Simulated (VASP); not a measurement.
**Al6N: single point with PBE**

Crystal: Al6N.

```xyz
14
Lattice="2.9842 0.0000 0.0000 -1.4921 2.5844 0.0000 0.0000 0.0000 27.8783" Properties=species:S:1:pos:R:3 pbc="T T T"
Al    1.4921    0.8615   18.8378
Al    0.0000    0.0000   21.0844
Al    0.0000    1.7229   23.3524
Al    0.0000    1.7229   16.5745
Al    0.0000    1.7229    2.5281
Al    1.4921    0.8615    5.1431
Al    0.0000    0.0000   -0.0536
Al    0.0000    0.0000    7.5609
Al    1.4921    0.8615   25.6192
Al    1.4921    0.8615   12.0403
Al    0.0000    0.0000   14.3119
Al    0.0000    1.7229    9.7784
N     0.0000    0.0000    1.8477
N     0.0000    1.7229    4.4154
```

```yaml
Program: VASP 6.6.1
Task: single point
Functional: PBE
Potentials_or_basis: VASP PAW PBE potentials, release 64 (Al, N)
Cutoff: 520 eV
k_mesh: 12 × 12 × 2
Occupations: gaussian, width 0.1 eV
Spin: no spin polarisation
```

```
Pressure               : -0.1 GPa
Largest force          : 0.013 eV/Å
Band gap on the k mesh : zero (band 23 reaches 10.94 eV, above the bottom of band 24 at 6.03 eV)
```

Forces on the atoms (eV/Å):
```
Al   0.000  0.000  0.001
Al   0.000  0.000 -0.001
Al   0.000  0.000 -0.001
Al   0.000  0.000 -0.001
Al   0.000  0.000  0.001
Al   0.000  0.000 -0.013
Al   0.000  0.000 -0.001
Al   0.000  0.000 -0.004
Al   0.000  0.000  0.005
Al   0.000  0.000  0.000
Al   0.000  0.000  0.001
Al   0.000  0.000 -0.001
N    0.000  0.000  0.009
N    0.000  0.000  0.005
```

Levels at points of the mesh, in eV from the Fermi level:
| k point | band 20 | band 21 | band 22 | band 23 | band 24 | band 25 | band 26 | band 27 |
| --- | --- | --- | --- | --- | --- | --- | --- | --- |
| (0.00, 0.00, 0.00) | -1.15 | -0.26 | 1.56 | 2.55 | 4.54 | 4.75 | 6.35 | 6.89 |
| (0.50, 0.00, 0.00) | -2.95 | -2.58 | -1.98 | -1.35 | -1.16 | -0.28 | -0.20 | 0.52 |
| (0.00, 0.00, 0.50) | -1.61 | 0.16 | 1.14 | 3.04 | 3.82 | 5.62 | 5.75 | 7.14 |
| (0.50, 0.00, 0.50) | -2.95 | -2.55 | -2.14 | -1.19 | -1.10 | -0.44 | -0.30 | 0.66 |

It took 4.7 min on 1 thread of Intel(R) Xeon(R) Platinum 8559C (Emerald Rapids), with other jobs on the host, peak memory 0.45 GiB.
